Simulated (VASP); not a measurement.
Input of a VASP 6.6.1 run:

File INCAR:

```
SYSTEM = Pd
ALGO = Normal ; EDIFF = 1E-7
ENCUT = 520 ; ISIF = 2
ISMEAR = -1 ; LASPH = .True.
LCHARG = .True. ; LELF = .True.
LREAL = .False. ; LVHAR = .True.
LWAVE = .False. ; NBANDS = 28
NELM = 100 ; PREC = Accurate
SIGMA = 0.1
```

File KPOINTS:

```
k-points
0
Gamma
  13 13 4
  0 0 0
```

File POSCAR:

```
Pd
1.0
    2.7093932686      0.0000000000      0.0000000000
   -1.3546966343      2.3464033994      0.0000000000
    0.0000000000      0.0000000000      8.9344551389
Pd
4
Direct
    1.0000000000      1.0000000000      0.0000000000
    1.0000000000      0.0000000000      0.5000000000
    0.3333333333      0.6666666667      0.2500000000
    0.6666666667      0.3333333333      0.7500000000
```

Potentials or basis: VASP PAW LDA potentials, release 64 (Pd).

Launch:

```console
$ cat potpaw_LDA.64/Pd/POTCAR > POTCAR
$ mpirun -np 1 vasp_std > vasp.out
```

Q: What does it give for the pressure?

A: 0.3 GPa.

Q: Predict the band gap on the k mesh.

A: Zero (band 20 reaches 10.51 eV, above the bottom of band 21 at 9.51 eV).
